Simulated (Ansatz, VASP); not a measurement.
**TiRh: VASP beside Ansatz**

File INCAR:

```
PREC = Accurate
ENCUT = 520
EDIFF = 1E-7
ISMEAR = 0
SIGMA = 0.15
LREAL = F
LASPH = T
NELM = 60
ALGO = Fast
ISIF = 2
LWAVE = F
LCHARG = F
NBANDS = 20
```

File KPOINTS:

```
regular mesh
0
Gamma
  16 16 14
```

File POSCAR:

```
TiRh
1.0
    3.0627000000      0.0000000000      0.0000000000
    0.0000000000      3.0627000000      0.0000000000
    0.0000000000      0.0000000000      3.3500000000
Ti Rh
1 1
Direct
    0.5000000000      0.5000000000      0.5000000000
    0.0000000000      0.0000000000      0.0000000000
```

Input for Ansatz:

```yaml
crystal:
  lattice:
    - [3.0627, 0.0, 0.0]
    - [0.0, 3.0627, 0.0]
    - [0.0, 0.0, 3.35]
  atoms:
    - { symbol: Ti, position: [0.5, 0.5, 0.5] }
    - { symbol: Rh, position: [0.0, 0.0, 0.0] }
basis:
  ecutwfc: 420
kpoints:
  mp_grid: { grid: [16, 16, 14] }
hamiltonian:
  xc: lda
scf:
  occupations: { method: gaussian, width: 0.15 }
output:
  forces: true
  stress: true
  eigenvalues: true
```

Change from the starting cell: strain +0.0250 x Voigt [1, 1, 0, 0, 0, 0], atoms carried along.

Alike in both runs: task single point; functional LDA; k mesh 16 × 16 × 14; occupations gaussian, width 0.15 eV; no spin polarisation.

|  | VASP | Ansatz |
| --- | --- | --- |
| version | VASP 6.6.1 | Ansatz 0.2.0 |
| potentials or method | VASP PAW LDA potentials, release 64 (Ti_sv, Rh_pv), cutoff 520 eV | scalar-relativistic, plane waves, PAW |
| valence electrons in the cell | 27 | 29 |

```tsv
	VASP	Ansatz	Ansatz less VASP
gap on the k mesh at the Fermi level (eV)	none	none	-
pressure (GPa)	-18.8	-19.2	-0.36
traceless stress, the component that is largest in VASP (GPa)	1.66	1.67	+0.007
```

LDA's correlation is that of Perdew and Zunger in VASP and of Perdew and Wang (1992) in Ansatz. A gap of «none» marks a metal or a gap that the smearing closes. VASP's potentials hold 27 valence electrons a cell and Ansatz's 29, so a difference there can come from the potentials and not from the codes.
